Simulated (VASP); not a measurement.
Set up this calculation in VASP 6.6.1, as the native input.

| Property | Result |
| --- | --- |
| Task | single point |
| Functional | r2SCAN |
| Potentials or basis | VASP PAW PBE potentials, release 64 (Al, N) |
| Cutoff | 520 eV |
| k mesh | 8 × 8 × 8 |
| Occupations | gaussian, width 0.05 eV |
| Spin | no spin polarisation |
| Dipole correction | no |
| Further INCAR settings | ALGO = Normal; EDIFF = 1e-06; NBANDS = 11 |

AlN:

```
Al N
1.0
     0.00000    1.96344    1.96344
     1.96344    0.00000    1.96344
     1.96344    1.96344    0.00000
Al N
1 1
Direct
  0.50000 0.50000 0.50000
  0.00000 0.00000 0.00000
```

This cell differs from its parent crystal: volume scaled by 0.920.

The input as run:

POSCAR

```
AlN
1.0
    0.0000000000      1.9634361153      1.9634361153
    1.9634361153      0.0000000000      1.9634361153
    1.9634361153      1.9634361153      0.0000000000
Al N
1 1
Direct
    0.5000000000      0.5000000000      0.5000000000
    0.0000000000      0.0000000000      0.0000000000
```

INCAR.step1

```
SYSTEM = AlN
ALGO = Normal ; EDIFF = 1E-4
ENCUT = 520 ; GGA = PE
ISMEAR = 0 ; LASPH = .True.
LCHARG = .False. ; LREAL = .False.
LWAVE = .True. ; NBANDS = 11
NELM = 60 ; PREC = Accurate
SIGMA = 0.05
```

INCAR.step2

```
SYSTEM = AlN
ALGO = Normal ; EDIFF = 1E-6
ENCUT = 520 ; ISIF = 2
ISMEAR = 0 ; ISTART = 1
LASPH = .True. ; LCHARG = .False.
LMIXTAU = .True. ; LREAL = .False.
LWAVE = .False. ; METAGGA = R2SCAN
NBANDS = 11 ; NELM = 60
PREC = Accurate ; SIGMA = 0.05
```

KPOINTS

```
k-points
0
Gamma
  8 8 8
  0 0 0
```

Potentials or basis: VASP PAW PBE potentials, release 64 (Al, N).

The run is started by

```console
$ cat potpaw_PBE.64/Al/POTCAR potpaw_PBE.64/N/POTCAR > POTCAR
$ cp INCAR.step1 INCAR
$ mpirun -np 1 vasp_std > vasp.out
$ cp INCAR.step2 INCAR
$ mpirun -np 1 vasp_std > vasp.out
```

It gave:

| Item | Value |
| --- | --- |
| Pressure | 26.3 GPa |
| Band gap on the k mesh | 5.82 eV, indirect (least direct gap 7.89 eV) |

Caveat: the PAW data sets were made with another functional, which shifts forces and pressure a little.

Wall time 20 s on 1 thread of Intel Xeon 8259CL, on a shared host, peak memory 0.14 GiB.
